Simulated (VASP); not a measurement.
# WSe2 in VASP: a series of runs

The runs below take WSe2 through single point, relaxation of cell and atoms, with PBEsol.

Everything below comes from runs of VASP 6.6.1. Logs are shortened: lines on timing, memory, paths and dates and some standing lists are left out, and cuts for length are marked.

## (1) The cell of the first run

The cell holds a slab with vacuum, 3 atoms: a = 3.314 Å, b = 3.314 Å, c = 17.858 Å, α = 90.00°, β = 90.00°, γ = 120.00°.

## (2) Single point, PBEsol

INCAR

```
PREC = Accurate
ENCUT = 520
EDIFF = 1E-6
ISMEAR = 0
SIGMA = 0.1
LREAL = F
LASPH = T
NELM = 100
ALGO = Normal
ISIF = 2
LWAVE = F
LCHARG = F
GGA = PS
NBANDS = 20
```

KPOINTS

```
Automatic mesh
0
Gamma
  6 6 1
```

POSCAR

```
WSe2
1.0
    3.3135727490      0.0000000000      0.0000000000
   -1.6567863745      2.8696381779      0.0000000000
    0.0000000000      0.0000000000     17.8577209425
W Se
1 2
Direct
    0.3333333333      0.6666666667      0.0000000000
    0.6666666667      0.3333333333      0.9075761485
    0.6666666667      0.3333333333      0.0924238515
```

Potentials or basis: VASP PAW PBE potentials, release 64 (W_sv, Se).

Command:

```bash
$ cat potpaw_PBE.64/W_sv/POTCAR potpaw_PBE.64/Se/POTCAR > POTCAR
$ mpirun -np 1 vasp_std > vasp.out
```

OUTCAR:

```text
PREC = Accurate
   ENCUT = 520
   EDIFF = 1E-6
   ISMEAR = 0
   LREAL = F
   LASPH = T
   NELM = 100
   ISIF = 2
   GGA = PS

 ion  position               nearest neighbor table
   1  0.333  0.667  0.000-   2 2.53   3 2.53   2 2.53   3 2.53   2 2.53   3 2.53
   2  0.667  0.333  0.908-   1 2.53   1 2.53   1 2.53
   3  0.667  0.333  0.092-   1 2.53   1 2.53   1 2.53

  LATTYP: Found a hexagonal cell.
 ALAT       =     3.3135727490
 C/A-ratio  =     5.3892647892

  Lattice vectors:

 A1 = (   3.3135727490,   0.0000000000,   0.0000000000)
 A2 = (  -1.6567863745,   2.8696381779,   0.0000000000)
 A3 = (   0.0000000000,   0.0000000000,  17.8577209425)

Analysis of symmetry for initial positions (statically):
=====================================================================
 Subroutine PRICEL returns:
 Original cell was already a primitive cell.

 Routine SETGRP: Setting up the symmetry group for a
 hexagonal supercell.

 Subroutine GETGRP returns: Found 12 space group operations
 (whereof 12 operations were pure point group operations)
 out of a pool of 24 trial point group operations.

The static configuration has the point symmetry D_3h.

Analysis of symmetry for dynamics (positions and initial velocities):
=====================================================================
 Subroutine PRICEL returns:
 Original cell was already a primitive cell.

 Routine SETGRP: Setting up the symmetry group for a
 hexagonal supercell.

 Subroutine GETGRP returns: Found 12 space group operations
 (whereof 12 operations were pure point group operations)
 out of a pool of 24 trial point group operations.

The dynamic configuration has the point symmetry D_3h.

 Subroutine INISYM returns: Found 12 space group operations
 (whereof 12 operations are pure point group operations),
 and found     1 'primitive' translations

----------------------------------------------------------------------------------------

                                     Primitive cell

  volume of cell :     169.8047

  direct lattice vectors                    reciprocal lattice vectors
     3.313572749  0.000000000  0.000000000     0.301789058  0.174237994  0.000000000
    -1.656786374  2.869638178  0.000000000     0.000000000  0.348475988  0.000000000
     0.000000000  0.000000000 17.857720942     0.000000000  0.000000000  0.055998187

  length of vectors
     3.313572749  3.313572749 17.857720942     0.348475988  0.348475988  0.055998187

  position of ions in fractional coordinates (direct lattice)
     0.333333333  0.666666667  0.000000000
     0.666666667  0.333333333  0.907576148
     0.666666667  0.333333333  0.092423852

  ion indices of the primitive-cell ions
   primitive index   ion index
                 1           1
                 2           2
                 3           3

----------------------------------------------------------------------------------------

 KPOINTS: Automatic mesh

Automatic generation of k-mesh.
 Grid dimensions read from file:
 generate k-points for:    6    6    1

 Generating k-lattice:

  Cartesian coordinates                     Fractional coordinates (reciprocal lattice)
     0.050298176  0.029039666  0.000000000     0.166666667  0.000000000  0.000000000
     0.000000000  0.058079331  0.000000000     0.000000000  0.166666667  0.000000000
     0.000000000  0.000000000  0.055998187     0.000000000  0.000000000  1.000000000

  Length of vectors
     0.058079331  0.058079331  0.055998187

  Shift w.r.t. Gamma in fractional coordinates (k-lattice)
     0.000000000  0.000000000  0.000000000

 Subroutine IBZKPT returns following result:
 ===========================================

 Found      7 irreducible k-points:

 Following reciprocal coordinates:
            Coordinates               Weight
  0.000000  0.000000  0.000000      1.000000
  0.166667  0.000000  0.000000      6.000000
  0.333333 -0.000000  0.000000      6.000000
  0.500000  0.000000  0.000000      3.000000
  0.166667  0.166667  0.000000      6.000000
  0.333333  0.166667  0.000000     12.000000
  0.333333  0.333333  0.000000      2.000000
   k-points           NKPTS =      7   k-points in BZ     NKDIM =      7   number of bands    NBANDS=     20
   number of dos      NEDOS =    301   number of ions     NIONS =      3
   total plane-waves  NPLWV = 109760
   dimension x,y,z NGX =    28 NGY =   28 NGZ =  140
   dimension x,y,z NGXF=    56 NGYF=   56 NGZF=  280
   ions per type =               1   2
   NGX,Y,Z   is equivalent  to a cutoff of  14.05, 14.05, 13.03 a.u.
   NGXF,Y,Z  is equivalent  to a cutoff of  28.10, 28.10, 26.07 a.u.
 SYSTEM =  unknown system
   PREC   = accura    normal or accurate (medium, high low for compatibility)
   ISTART =      0    job   : 0-new  1-cont  2-samecut
   ICHARG =      2    charge: 1-file 2-atom 10-const
   ISPIN  =      1    spin polarized calculation?
   LNONCOLLINEAR =      F non collinear calculations
   LSORBIT =      F    spin-orbit coupling
[... 99 lines left out ...]
     16       1.4869      0.00000
     17       2.3146      0.00000
     18       3.9244      0.00000
     19       4.2906      0.00000
     20       4.9370      0.00000

 k-point     3 :       0.3333   -0.0000    0.0000
  band No.  band energies     occupation
      1     -75.2253      2.00000
      2     -39.5276      2.00000
      3     -39.4405      2.00000
      4     -39.4019      2.00000
      5     -14.7011      2.00000
      6     -14.0775      2.00000
      7      -6.7670      2.00000
      8      -5.6894      2.00000
      9      -5.5952      2.00000
     10      -3.9821      2.00000
     11      -3.0990      2.00000
     12      -2.5698      2.00000
     13      -2.4642      2.00000
     14       0.9653      0.00000
     15       1.0369      0.00000
     16       2.0096      0.00000
     17       3.0484      0.00000
     18       4.7222      0.00000
     19       5.3580      0.00000
     20       5.5125      0.00000

 k-point     4 :       0.5000    0.0000    0.0000
  band No.  band energies     occupation
      1     -75.2230      2.00000
      2     -39.5814      2.00000
      3     -39.4298      2.00000
      4     -39.4148      2.00000
      5     -14.0923      2.00000
      6     -13.8133      2.00000
      7      -7.6193      2.00000
      8      -6.3313      2.00000
      9      -5.4520      2.00000
     10      -4.3151      2.00000
     11      -3.2918      2.00000
     12      -2.2344      2.00000
     13      -2.2291      2.00000
     14       1.1020      0.00000
     15       1.5029      0.00000
     16       2.5012      0.00000
     17       3.1084      0.00000
     18       3.2582      0.00000
     19       5.8463      0.00000
     20       5.9458      0.00000

 k-point     5 :       0.1667    0.1667    0.0000
  band No.  band energies     occupation
      1     -75.2265      2.00000
      2     -39.4903      2.00000
      3     -39.4459      2.00000
      4     -39.4059      2.00000
      5     -14.9680      2.00000
      6     -14.1960      2.00000
      7      -6.2694      2.00000
      8      -5.8037      2.00000
      9      -4.9729      2.00000
     10      -4.4299      2.00000
     11      -3.3232      2.00000
     12      -2.4973      2.00000
     13      -2.0597      2.00000
     14       0.5196      0.00000
     15       1.2217      0.00000
     16       1.3359      0.00000
     17       3.0502      0.00000
     18       4.8850      0.00000
     19       5.2352      0.00000
     20       5.9909      0.00000

 k-point     6 :       0.3333    0.1667    0.0000
  band No.  band energies     occupation
      1     -75.2230      2.00000
      2     -39.5541      2.00000
      3     -39.4427      2.00000
      4     -39.4298      2.00000
      5     -14.1199      2.00000
      6     -13.8069      2.00000
      7      -7.0620      2.00000
      8      -6.2509      2.00000
      9      -5.3586      2.00000
     10      -4.5677      2.00000
     11      -3.9590      2.00000
     12      -3.1488      2.00000
     13      -1.7936      2.00000
     14       0.9334      0.00000
     15       1.4691      0.00000
     16       2.0261      0.00000
     17       3.1940      0.00000
     18       4.3614      0.00000
     19       6.3481      0.00000
     20       6.6237      0.00000

 k-point     7 :       0.3333    0.3333    0.0000
  band No.  band energies     occupation
      1     -75.2218      2.00000
      2     -39.5277      2.00000
      3     -39.5031      2.00000
      4     -39.4245      2.00000
      5     -13.8053      2.00000
      6     -13.6494      2.00000
      7      -6.6680      2.00000
      8      -6.5360      2.00000
      9      -5.6465      2.00000
     10      -5.0051      2.00000
     11      -4.5099      2.00000
     12      -3.5027      2.00000
     13      -1.2609      2.00000
     14       0.2417      0.00000
     15       1.6811      0.00000
     16       2.3135      0.00000
     17       3.7259      0.00000
     18       4.6364      0.00000
     19       5.1550      0.00000
     20       7.4717      0.00000

------------------------ aborting loop because EDIFF is reached ----------------------------------------

  FORCE on cell =-STRESS in cart. coord.  units (eV):
  Direction    XX          YY          ZZ          XY          YZ          ZX
  --------------------------------------------------------------------------------------
  -------------------------------------------------------------------------------------
  Total       -0.8657254     -0.8657254      0.5532046      0.0000000      0.0000000     -0.0000000
  in kB       -8.1684763     -8.1684763      5.2197138      0.0000000      0.0000000     -0.0000000
  external PRESSURE =      -3.7057463 kB  Pullay stress =       0.0000000 kB

 VOLUME and BASIS-vectors are now :
 -----------------------------------------------------------------------------
  energy-cutoff  :      520.00
  volume of cell :      169.80
      direct lattice vectors                 reciprocal lattice vectors
     3.313572749  0.000000000  0.000000000     0.301789058  0.174237994  0.000000000
    -1.656786374  2.869638178  0.000000000     0.000000000  0.348475988  0.000000000
     0.000000000  0.000000000 17.857720942     0.000000000  0.000000000  0.055998187

 POSITION                                       TOTAL-FORCE (eV/Angst)
 -----------------------------------------------------------------------------------
     -0.00000      1.91309      0.00000        -0.000000     -0.000000      0.000000
      1.65679      0.95655     16.20724        -0.000000      0.000000     -0.170770
      1.65679      0.95655      1.65048         0.000000      0.000000      0.170770
 -----------------------------------------------------------------------------------
    total drift:                                0.000000     -0.000000     -0.000000

  FREE ENERGIE OF THE ION-ELECTRON SYSTEM (eV)
  ---------------------------------------------------
  free  energy   TOTEN  =       -23.2177155154 eV

  energy  without entropy=      -23.2177155154  energy(sigma->0) =      -23.21771552
```

Wall time 89 s (1 thread of Intel Xeon 8259CL, shared host); peak memory 0.32 GiB.

Results:

```
Free energy            : -23.2177 eV
Largest force          : 0.171 eV/Å
Band gap on the k mesh : 1.50 eV
```

Forces in eV/Å, atoms in the order of the input:
```
W    0.000  0.000  0.000
Se   0.000  0.000 -0.171
Se   0.000  0.000  0.171
```

Caveat: the PAW data sets were made with another functional, which shifts forces and pressure a little; spin-orbit coupling is left out, which moves the levels of the heavy elements.

## (3) Single point, PBEsol

This run uses another cell than the first one.

INCAR

```
SYSTEM = WSe2
PREC = Accurate
ENCUT = 520
EDIFF = 1E-6
ISMEAR = 0
SIGMA = 0.02
LREAL = .False.
LASPH = .True.
NELM = 100
ALGO = Normal
ISIF = 2
LWAVE = .False.
LCHARG = .True.
GGA = PS
LELF = .True.
LVHAR = .True.
NBANDS = 20
```

KPOINTS

```
Automatic mesh
0
Gamma
  12 12 2
  0 0 0
```

POSCAR

```
WSe2
1.0
    3.2702336433      0.0000000000      0.0000000000
   -1.6351168216      2.8321054114      0.0000000000
    0.0000000000      0.0000000000     17.8533722221
W Se
1 2
Direct
    0.3333333333      0.6666666667      0.0000000000
    0.6666666667      0.3333333333      0.9062911967
    0.6666666667      0.3333333333      0.0937088033
```

Potentials or basis: VASP PAW PBE potentials, release 64 (W_sv, Se).

Command:

```bash
$ cat potpaw_PBE.64/W_sv/POTCAR potpaw_PBE.64/Se/POTCAR > POTCAR
$ mpirun -np 1 vasp_std > vasp.out
```

Run time: 3.8 min. Hardware: 1 thread of Intel Xeon 8259CL, shared host; peak memory 0.34 GiB.

The run converged. Its results:

| Property | Result |
| --- | --- |
| Free energy | -23.2350 eV |
| Largest force | 0.056 eV/Å |
| Band gap on the k mesh | 1.69 eV |

Forces in eV/Å, atoms in the order of the input:
```
W    0.000  0.000  0.000
Se   0.000  0.000 -0.056
Se   0.000  0.000  0.056
```

Levels at points of the mesh, in eV from the valence-band top:
| k point | band 11 | band 12 | band 13 | band 14 | band 15 | band 16 |
| --- | --- | --- | --- | --- | --- | --- |
| (0.00, 0.00, 0.00) | -1.17 | -1.17 | -0.41 | 3.06 | 3.06 | 3.26 |
| (0.50, 0.00, 0.00) | -2.18 | -1.02 | -0.85 | 2.53 | 2.86 | 3.76 |
| (0.00, 0.00, 0.50) | -1.17 | -1.17 | -0.41 | 3.06 | 3.06 | 3.26 |
| (0.50, 0.00, 0.50) | -2.18 | -1.02 | -0.85 | 2.53 | 2.86 | 3.76 |

Caveat: the PAW data sets were made with another functional, which shifts forces and pressure a little; spin-orbit coupling is left out, which moves the levels of the heavy elements.

## (4) Single point, PBEsol

This run uses another cell than the first one.

INCAR

```
PREC = Accurate ; ENCUT = 520
EDIFF = 1E-7 ; ISMEAR = 0
SIGMA = 0.02 ; LREAL = F
LASPH = T ; NELM = 100
ALGO = Normal ; ISIF = 2
LWAVE = F ; LCHARG = F
GGA = PS ; NBANDS = 20
```

KPOINTS

```
Automatic mesh
0
Gamma
  12 12 2
```

POSCAR is that of step 3.

Command:

```bash
$ cat potpaw_PBE.64/W_sv/POTCAR potpaw_PBE.64/Se/POTCAR > POTCAR
$ mpirun -np 1 vasp_std > vasp.out
```

It took 4 min on 1 thread of Intel Xeon 8259CL, shared host; peak memory 0.34 GiB.

Results (log left out):

```yaml
Free_energy: -23.2350 eV
Largest_force: 0.056 eV/Å
Band_gap_on_the_k_mesh: 1.69 eV
```

Forces in eV/Å, atoms in the order of the input:
```
W    0.000  0.000  0.000
Se   0.000  0.000 -0.056
Se   0.000  0.000  0.056
```

Levels at points of the mesh, in eV from the valence-band top:
| k point | band 9 | band 10 | band 11 | band 12 | band 13 | band 14 | band 15 | band 16 | band 17 | band 18 |
| --- | --- | --- | --- | --- | --- | --- | --- | --- | --- | --- |
| (0.00, 0.00, 0.00) | -2.34 | -2.25 | -1.17 | -1.17 | -0.41 | 3.06 | 3.06 | 3.26 | 3.26 | 4.38 |
| (0.50, 0.00, 0.00) | -4.25 | -3.00 | -2.18 | -1.02 | -0.85 | 2.53 | 2.86 | 3.76 | 4.45 | 4.53 |
| (0.00, 0.00, 0.50) | -2.34 | -2.25 | -1.17 | -1.17 | -0.41 | 3.06 | 3.06 | 3.26 | 3.26 | 4.43 |
| (0.50, 0.00, 0.50) | -4.25 | -3.00 | -2.18 | -1.02 | -0.85 | 2.53 | 2.86 | 3.76 | 4.45 | 4.53 |

Caveat: the PAW data sets were made with another functional, which shifts forces and pressure a little; spin-orbit coupling is left out, which moves the levels of the heavy elements.

## (5) Relaxation of cell and atoms, PBEsol

INCAR

```
  PREC = Accurate
  ENCUT = 600
  EDIFF = 1E-7
  ISMEAR = 0
  SIGMA = 0.02
  LREAL = F
  LASPH = T
  NELM = 80
  ALGO = Normal
  ISIF = 3
  LWAVE = F
  LCHARG = F
  GGA = PS
  IBRION = 2
  NSW = 80
  EDIFFG = -0.01
```

KPOINTS is that of step 4.

POSCAR

```
WSe2
1.0
    3.3135727490      0.0000000000      0.0000000000
   -1.6567863745      2.8696381779      0.0000000000
    0.0000000000      0.0000000000     17.8577209425
W Se
1 2
Direct
    0.3333333333      0.6666666667      0.0000000000
    0.6666666667      0.3333333333      0.9075761485
    0.6666666667      0.3333333333      0.0924238515
```

Command:

```bash
$ cat potpaw_PBE.64/W_sv/POTCAR potpaw_PBE.64/Se/POTCAR > POTCAR
$ mpirun -np 1 vasp_std > vasp.out
```

Run time: 11 min. Hardware: 1 thread of Oxide Virtual Turin-like, shared host; peak memory 0.41 GiB.

It converged, with:

```
Free energy                           : -23.2357 eV
Relaxed cell                          : a = 3.273 Å, b = 3.273 Å, c = 18.028 Å, α = 90.00°, β = 90.00°, γ = 120.00°
Space group after relaxing (to 0.1 Å) : P-6m2 (No. 187)
Energy gained by relaxing             : 4.9 meV/atom
Ionic steps                           : 5
Band gap on the k mesh                : 1.68 eV (least direct gap 1.69 eV)
```

The path:
| step | energy change (eV) | largest force (eV/Å) | pressure (GPa) | volume (Å³) |
| --- | --- | --- | --- | --- |
| 1 | 0.0000 | 0.1657 | -0.37 | 169.80 |
| 2 | -0.0143 | 0.0756 | 0.23 | 166.56 |
| 3 | -0.0144 | 0.0832 | 0.17 | 166.85 |
| 4 | -0.0131 | 0.1692 | -0.36 | 168.04 |
| 5 | -0.0148 | 0.0013 | 0.00 | 167.23 |

Final structure:
```cif
data_structure
_symmetry_space_group_name_H-M 'P 1'
_symmetry_Int_Tables_number 1
_cell_length_a 3.2728
_cell_length_b 3.2728
_cell_length_c 18.0281
_cell_angle_alpha 90.000
_cell_angle_beta 90.000
_cell_angle_gamma 120.000
_cell_volume 167.23
loop_
_atom_site_label
_atom_site_type_symbol
_atom_site_fract_x
_atom_site_fract_y
_atom_site_fract_z
_atom_site_occupancy
W1 W 0.33333 0.66667 0.00000 1
Se1 Se 0.66667 0.33333 0.90709 1
Se2 Se 0.66667 0.33333 0.09291 1
```

Levels at points of the mesh, in eV from the valence-band top:
```tsv
k point	band 11	band 12	band 13	band 14	band 15	band 16
(0.00, 0.00, 0.00)	-1.17	-1.17	-0.42	3.05	3.05	3.24
(0.50, 0.00, 0.00)	-2.19	-1.02	-0.85	2.52	2.85	3.75
(0.00, 0.00, 0.50)	-1.17	-1.17	-0.42	3.05	3.05	3.24
(0.50, 0.00, 0.50)	-2.19	-1.02	-0.85	2.52	2.85	3.75
```

Caveat: the PAW data sets were made with another functional, which shifts forces and pressure a little; spin-orbit coupling is left out, which moves the levels of the heavy elements.

## (6) Summary

| task | cell | k mesh | cutoff (eV) | smearing | gap on the mesh (eV) | largest force (eV/Å) |
| --- | --- | --- | --- | --- | --- | --- |
| single point | a = 3.314, b = 3.314, c = 17.858 Å, angles 90.0, 90.0, 120.0°, 3 atoms, atomic positions A | 6 × 6 × 1 | 520 | gaussian 0.1 eV | 1.50 | 0.17 |
| single point | a = 3.270, b = 3.270, c = 17.853 Å, angles 90.0, 90.0, 120.0°, 3 atoms, atomic positions B | 12 × 12 × 2 | 520 | gaussian 0.02 eV | 1.69 | 0.06 |
| relaxation of cell and atoms | relaxed from a = 3.314, b = 3.314, c = 17.858 Å, angles 90.0, 90.0, 120.0°, 3 atoms, atomic positions A | 12 × 12 × 2 | 600 | gaussian 0.02 eV | 1.68 | - |

Alike in all rows: level PBEsol; potentials or basis VASP PAW PBE potentials, release 64 (W_sv, Se); no spin polarisation.

Caveats: the PAW data sets were made with another functional, which shifts forces and pressure a little; spin-orbit coupling is left out, which moves the levels of the heavy elements.

Absolute energies hang on the potentials; compare differences alone.
